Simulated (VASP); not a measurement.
A run of VASP 6.6.1 is set up as follows.

INCAR

```
PREC     = Accurate       # precision mode
ENCUT    = 520            # plane-wave cutoff, eV
EDIFF    = 1E-6           # SCF threshold, eV
ISMEAR   = 1              # smearing method
SIGMA    = 1.0            # smearing width, eV
LREAL    = F              # projectors in reciprocal space
LASPH    = T              # aspherical terms in the spheres
NELM     = 60             # most SCF steps
ALGO     = Normal         # electronic algorithm
ISIF     = 2              # what is computed and relaxed
LWAVE    = F              # write WAVECAR
LCHARG   = F              # write CHGCAR
GGA      = PE             # functional
NBANDS   = 12             # bands
```

File KPOINTS:

```
Automatic mesh
0
Gamma
  13 13 13
```

Contents of POSCAR:

```
Au
1.0
    0.0000000000      2.0782552709      2.0782552709
    2.0782552709      0.0000000000      2.0782552709
    2.0782552709      2.0782552709      0.0000000000
Au
1
Direct
    0.0000000000      0.0000000000      0.0000000000
```

Potentials or basis: VASP PAW PBE potentials, release 64 (Au).

The run is started by

```console
$ cat potpaw_PBE.64/Au/POTCAR > POTCAR
$ mpirun -np 1 vasp_std > vasp.out
```

Problem. What does it give for the pressure?

Solution. -0.2 GPa.
